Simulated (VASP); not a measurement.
# TiB (F-43m) in VASP: further runs, part 2 of 2

VASP 6.6.1. The steps go on from the part before.

### Step 4. Single point, LDA (volume scaled by 0.99)

File INCAR:

```
SYSTEM = TiB
PREC = Accurate
ENCUT = 520
EDIFF = 1E-6
ISMEAR = -1
SIGMA = 0.05
LREAL = .FALSE.
LASPH = .TRUE.
NELM = 80
ALGO = Normal
ISIF = 2
LWAVE = .FALSE.
LCHARG = .TRUE.
LELF = .TRUE.
LVHAR = .TRUE.
NBANDS = 14
```

File KPOINTS:

```
Automatic mesh
0
G
  13 13 13
  0 0 0
```

File POSCAR:

```
TiB
1.0
    0.0000000000      2.0939731917      2.0939731917
    2.0939731917      0.0000000000      2.0939731917
    2.0939731917      2.0939731917      0.0000000000
Ti B
1 1
Direct
    0.7500000000      0.7500000000      0.7500000000
    0.0000000000      0.0000000000      0.0000000000
```

Potentials or basis: VASP PAW LDA potentials, release 64 (Ti_sv, B).

Command:

```console
$ cat potpaw_LDA.64/Ti_sv/POTCAR potpaw_LDA.64/B/POTCAR > POTCAR
$ mpirun -np 1 vasp_std > vasp.out
```

OUTCAR:

```text
SYSTEM = TiB
   PREC = Accurate
   ENCUT = 520
   EDIFF = 1E-6
   ISMEAR = -1
   LREAL = .FALSE.
   LASPH = .TRUE.
   NELM = 80
   ISIF = 2

 ion  position               nearest neighbor table
   1  0.750  0.750  0.750-   2 1.81   2 1.81   2 1.81   2 1.81
   2  0.000  0.000  0.000-   1 1.81   1 1.81   1 1.81   1 1.81

  LATTYP: Found a face centered cubic cell.
 ALAT       =     4.1879463834

  Lattice vectors:

 A1 = (   0.0000000000,   2.0939731917,   2.0939731917)
 A2 = (   2.0939731917,   0.0000000000,   2.0939731917)
 A3 = (   2.0939731917,   2.0939731917,   0.0000000000)

Analysis of symmetry for initial positions (statically):
=====================================================================
 Subroutine PRICEL returns:
 Original cell was already a primitive cell.

 Routine SETGRP: Setting up the symmetry group for a
 face centered cubic supercell.

 Subroutine GETGRP returns: Found 24 space group operations
 (whereof 24 operations were pure point group operations)
 out of a pool of 48 trial point group operations.

The static configuration has the point symmetry T_d .

Analysis of symmetry for dynamics (positions and initial velocities):
=====================================================================
 Subroutine PRICEL returns:
 Original cell was already a primitive cell.

 Routine SETGRP: Setting up the symmetry group for a
 face centered cubic supercell.

 Subroutine GETGRP returns: Found 24 space group operations
 (whereof 24 operations were pure point group operations)
 out of a pool of 48 trial point group operations.

The dynamic configuration has the point symmetry T_d .

 Subroutine INISYM returns: Found 24 space group operations
 (whereof 24 operations are pure point group operations),
 and found     1 'primitive' translations

----------------------------------------------------------------------------------------

                                     Primitive cell

  volume of cell :      18.3630

  direct lattice vectors                    reciprocal lattice vectors
     0.000000000  2.093973192  2.093973192    -0.238780516  0.238780516  0.238780516
     2.093973192  0.000000000  2.093973192     0.238780516 -0.238780516  0.238780516
     2.093973192  2.093973192  0.000000000     0.238780516  0.238780516 -0.238780516

  length of vectors
     2.961325287  2.961325287  2.961325287     0.413579986  0.413579986  0.413579986

  position of ions in fractional coordinates (direct lattice)
     0.750000000  0.750000000  0.750000000
     0.000000000  0.000000000  0.000000000

  ion indices of the primitive-cell ions
   primitive index   ion index
                 1           1
                 2           2

----------------------------------------------------------------------------------------

 KPOINTS: Automatic mesh

Automatic generation of k-mesh.
 Grid dimensions read from file:
 generate k-points for:   13   13   13

 Generating k-lattice:

  Cartesian coordinates                     Fractional coordinates (reciprocal lattice)
    -0.018367732  0.018367732  0.018367732     0.076923077  0.000000000  0.000000000
     0.018367732 -0.018367732  0.018367732     0.000000000  0.076923077  0.000000000
     0.018367732  0.018367732 -0.018367732     0.000000000  0.000000000  0.076923077

  Length of vectors
     0.031813845  0.031813845  0.031813845

  Shift w.r.t. Gamma in fractional coordinates (k-lattice)
     0.000000000  0.000000000  0.000000000

 Subroutine IBZKPT returns following result:
 ===========================================

 Found     84 irreducible k-points:

 Following reciprocal coordinates:
            Coordinates               Weight
  0.000000  0.000000  0.000000      1.000000
  0.076923  0.000000  0.000000      8.000000
  0.153846  0.000000  0.000000      8.000000
  0.230769  0.000000  0.000000      8.000000
  0.307692  0.000000  0.000000      8.000000
  0.384615  0.000000  0.000000      8.000000
[... 16 lines left out ...]
  0.384615  0.153846  0.000000     24.000000
  0.461538  0.153846  0.000000     24.000000
 [... further k-points ...]
   k-points           NKPTS =     84   k-points in BZ     NKDIM =     84   number of bands    NBANDS=     14
   number of dos      NEDOS =    301   number of ions     NIONS =      2
   total plane-waves  NPLWV =  13824
   dimension x,y,z NGX =    24 NGY =   24 NGZ =   24
   dimension x,y,z NGXF=    48 NGYF=   48 NGZF=   48
   ions per type =               1   1
   NGX,Y,Z   is equivalent  to a cutoff of  13.47, 13.47, 13.47 a.u.
   NGXF,Y,Z  is equivalent  to a cutoff of  26.95, 26.95, 26.95 a.u.
 SYSTEM =  TiB
   PREC   = accura    normal or accurate (medium, high low for compatibility)
   ISTART =      0    job   : 0-new  1-cont  2-samecut
   ICHARG =      2    charge: 1-file 2-atom 10-const
   ISPIN  =      1    spin polarized calculation?
   LNONCOLLINEAR =      F non collinear calculations
   LSORBIT =      F    spin-orbit coupling
   LASPH  =      T    aspherical Exc in radial PAW
   ENCUT  =  520.0 eV  38.22 Ry    6.18 a.u.   5.51  5.51  5.51*2*pi/ulx,y,z
   NELM   =     80;   NELMIN=  2; NELMDL= -5     # of ELM steps
   EDIFF  = 0.1E-05   stopping-criterion for ELM
   LREAL  =      F    real-space projection
   EDIFFG = 0.1E-04   stopping-criterion for IOM
   NSW    =      0    number of steps for IOM
   IBRION =     -1    ionic relax: 0-MD 1-quasi-New 2-CG
   NFREE  =      0    steps in history (QN), initial steepest desc. (CG)
   ISIF   =      2    stress and relaxation
   ISYM   =      2    0-nonsym 1-usesym 2-fastsym
   POTIM  = 0.5000    time-step for ionic-motion
   TEBEG  =    0.0;   TEEND  =   0.0 temperature during run
   PSTRESS=    0.0 pullay stress
   NELECT =      15.0000    total number of electrons
   NUPDOWN=      -1.0000    fix difference up-down
   EMIN   =  10.00;   EMAX   =-10.00  energy-range for DOS
   EFERMI =   0.00;   METHOD = LEGACY
   ISMEAR =    -1;   SIGMA  =   0.05  broadening in eV -4-tet -1-fermi 0-gaus
   EFERMI_NEDOS =   21; number of points for ismear=-14 and -15
   IALGO  =     38    algorithm
   IMIX   =      4    mixing-type and parameters
     AMIX     =   0.40;   BMIX     =  1.00
     AMIX_MAG =   1.60;   BMIX_MAG =  1.00
  volume/ion in A,a.u.               =       9.18        61.96
  Fermi-wavevector in a.u.,A,eV,Ry     =   1.530350  2.891942 31.864457  2.341971
  Thomas-Fermi vector in A             =   2.637845
   LORBIT       =      0    0 simple, 1 ext, 2 COOP (PROOUT), +10 PAW based schemes
   GGA     = CA    functional components
   LHFCALC =     F    Hartree Fock is set to
   AEXX    =    0.0000 exact exchange contribution
   IVDW    =     0    specifies the selected vdW correction
   LEPSILON=     F    determine dielectric tensor
   LRPA    =     F    only Hartree local field effects (RPA)
 non-spin polarized calculation
  energy-cutoff  :      520.00
  volume of cell :       18.36
 maximum number of plane-waves:       531
 NGX is ok and might be reduce to    24
   NGX = 11   NGY = 11   NGZ = 11

 number of electron      14.9999996 magnetization

 Free energy of the ion-electron system (eV)
  ---------------------------------------------------
  ext. energy  EPLUGINS =         0.00000000
  ---------------------------------------------------
  free energy    TOTEN  =       -11.88808882 eV

  energy without entropy =      -11.88081415  energy(sigma->0) =      -11.88445149

 E-fermi :   9.2688     XC(G=0): -13.0539

 val. band max:        9.2522907613   @ k =  -0.3846   0.4615   0.1538
 cond. band min:       9.2831008899   @ k =   0.3846   0.3077   0.0000
 fundamental gap:      0.0308101286
 Fermi energy:         9.2688263754

 k-point     1 :       0.0000    0.0000    0.0000
  band No.  band energies     occupation
      1     -44.8883      2.00000
      2     -21.3457      2.00000
      3     -21.3457      2.00000
      4     -21.3457      2.00000
      5       0.4258      2.00000
      6       7.3336      2.00000
      7       7.3336      2.00000
      8       7.3336      2.00000
      9      12.5384      0.00000
     10      12.5384      0.00000
     11      21.7811      0.00000
     12      22.1238      0.00000
     13      22.1238      0.00000
     14      22.1238      0.00000
[... 375 lines left out ...]
 k-point    24 :       0.4615    0.1538    0.0000
  band No.  band energies     occupation
      1     -44.7581      2.00000
      2     -22.0688      2.00000
      3     -21.5556      2.00000
      4     -21.5144      2.00000
      5       3.9880      2.00000
      6       6.5281      2.00000
      7       8.0214      2.00000
      8       8.5484      2.00000
      9      12.6294      0.00000
     10      13.5696      0.00000
     11      15.3756      0.00000
     12      18.9440      0.00000
     13      19.9744      0.00000
     14      22.9562      0.00000

 [... further k-points ...]
[... 5 lines left out ...]
  --------------------------------------------------------------------------------------
  -------------------------------------------------------------------------------------
  Total       12.5785661     12.5785661     12.5785661     -0.0000000      0.0000000      0.0000000
  in kB     1097.4844353   1097.4844353   1097.4844353     -0.0000000      0.0000000      0.0000000
  external PRESSURE =    1097.4844353 kB  Pullay stress =       0.0000000 kB

 VOLUME and BASIS-vectors are now :
 -----------------------------------------------------------------------------
  energy-cutoff  :      520.00
  volume of cell :       18.36
      direct lattice vectors                 reciprocal lattice vectors
     0.000000000  2.093973192  2.093973192    -0.238780516  0.238780516  0.238780516
     2.093973192  0.000000000  2.093973192     0.238780516 -0.238780516  0.238780516
     2.093973192  2.093973192  0.000000000     0.238780516  0.238780516 -0.238780516

 POSITION                                       TOTAL-FORCE (eV/Angst)
 -----------------------------------------------------------------------------------
      3.14096      3.14096      3.14096         0.000000      0.000000     -0.000000
      0.00000      0.00000      0.00000        -0.000000     -0.000000      0.000000
 -----------------------------------------------------------------------------------
    total drift:                                0.000001      0.000001      0.000001

  FREE ENERGIE OF THE ION-ELECTRON SYSTEM (eV)
  ---------------------------------------------------
  free  energy   TOTEN  =       -11.8880888205 eV

  energy  without entropy=      -11.8808141521  energy(sigma->0) =      -11.88445149
```

OSZICAR:

```text
N       E                     dE             d eps       ncg     rms          rms(c)
DAV:   1     0.122139774973E+03    0.12214E+03   -0.79380E+03  2360   0.131E+03
DAV:   2    -0.509736928824E+01   -0.12724E+03   -0.12053E+03  2442   0.338E+02
DAV:   3    -0.141289444991E+02   -0.90316E+01   -0.87581E+01  3340   0.849E+01
DAV:   4    -0.146978324939E+02   -0.56889E+00   -0.56738E+00  2894   0.158E+01
DAV:   5    -0.147065687143E+02   -0.87362E-02   -0.87359E-02  3034   0.193E+00    0.244E+01
DAV:   6    -0.117809737181E+02    0.29256E+01   -0.62704E+00  3280   0.396E+01    0.580E+00
DAV:   7    -0.118280120293E+02   -0.47038E-01   -0.79595E-01  2376   0.986E+00    0.509E+00
DAV:   8    -0.118809524085E+02   -0.52940E-01   -0.13286E-01  3482   0.299E+00    0.114E+00
DAV:   9    -0.118882513339E+02   -0.72989E-02   -0.14003E-02  2364   0.108E+00    0.239E-01
DAV:  10    -0.118881400859E+02    0.11125E-03   -0.24292E-03  2888   0.492E-01    0.187E-01
DAV:  11    -0.118880626682E+02    0.77418E-04   -0.59776E-04  2394   0.256E-01    0.975E-02
DAV:  12    -0.118880878600E+02   -0.25192E-04   -0.11152E-04  2760   0.112E-01    0.359E-03
DAV:  13    -0.118880885081E+02   -0.64812E-06   -0.10315E-05  2570   0.240E-02    0.492E-03
DAV:  14    -0.118880888205E+02   -0.31237E-06   -0.11660E-06  1810   0.847E-03
   1 F= -.11888089E+02 E0= -.11884451E+02  d E =-.727467E-02
```

Wall time 13 s (1 thread of AMD EPYC 9R45 (Zen 5), shared host); peak memory 0.11 GiB.

What came out:

* Free energy: -11.8881 eV
* Pressure: 109.7 GPa

### Step 5. The runs side by side

| cell | gap on the mesh (eV) | pressure (GPa) |
| --- | --- | --- |
| a = 2.931 Å, angles 60.0°, 2 atoms | none | 123.4 |
| a = 2.971 Å, angles 60.0°, 2 atoms | none | 105.6 |
| a = 2.961 Å, angles 60.0°, 2 atoms | none | 109.7 |

Alike in all rows: task single point; level LDA; potentials or basis VASP PAW LDA potentials, release 64 (Ti_sv, B); no spin polarisation; k mesh 13 × 13 × 13; cutoff (eV) 520; smearing fermi-dirac 0.05 eV.

Absolute energies hang on the potentials; compare differences alone.
